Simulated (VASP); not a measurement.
Here is a VASP 6.6.1 calculation.

File INCAR:

```
SYSTEM = Rh
ALGO = Normal ; DIPOL = 0.5 0.5 0.311
EDIFF = 1E-6 ; ENCUT = 520
GGA = PE ; IDIPOL = 3
ISIF = 2 ; ISMEAR = 0
LASPH = .True. ; LCHARG = .True.
LDIPOL = .True. ; LELF = .True.
LREAL = .False. ; LVACPOTAV = .True.
LVHAR = .True. ; LWAVE = .False.
NBANDS = 102 ; NELM = 100
PREC = Accurate ; SIGMA = 0.1
```

File KPOINTS:

```
k-points
0
Gamma
  6 6 1
  0 0 0
```

The input POSCAR:

```
Rh
1.0
    5.4165863251      0.0000000000      0.0000000000
   -2.7082931626      4.6909013593      0.0000000000
    0.0000000000      0.0000000000     19.7966119230
Rh
12
Direct
    0.3333333333      0.1666666667      0.2020547766
    0.3333333333      0.6666666667      0.2020547766
    0.8333333333      0.1666666667      0.2020547766
    0.8333333333      0.6666666667      0.2020547766
    0.1666666667      0.3333333333      0.3106031937
    0.1666666667      0.8333333333      0.3106031937
    0.6666666667      0.3333333333      0.3106031937
    0.6666666667      0.8333333333      0.3106031937
    0.0000000000      0.0000000000      0.4190925172
    0.0000000000      0.5000000000      0.4190925172
    0.5000000000      0.0000000000      0.4190925172
    0.5000000000      0.5000000000      0.4190925172
```

Potentials or basis: VASP PAW PBE potentials, release 64 (Rh_pv).

Run with:

```bash
$ cat potpaw_PBE.64/Rh_pv/POTCAR > POTCAR
$ mpirun -np 1 vasp_std > vasp.out
```

Task: What does it give for the band gap on the k mesh?

Result: Zero (band 90 reaches 0.93 eV, above the bottom of band 91 at 0.18 eV).

Task: What does it give for the largest force?

Result: 0.019 eV/Å.

Forces on the atoms (eV/Å):
```
Rh   0.000  0.000 -0.011
Rh   0.000  0.000 -0.011
Rh   0.000  0.000 -0.011
Rh   0.000  0.000 -0.011
Rh   0.000  0.000 -0.008
Rh   0.000  0.000 -0.008
Rh   0.000  0.000 -0.008
Rh   0.000  0.000 -0.008
Rh   0.000  0.000  0.019
Rh   0.000  0.000  0.019
Rh   0.000  0.000  0.019
Rh   0.000  0.000  0.019
```
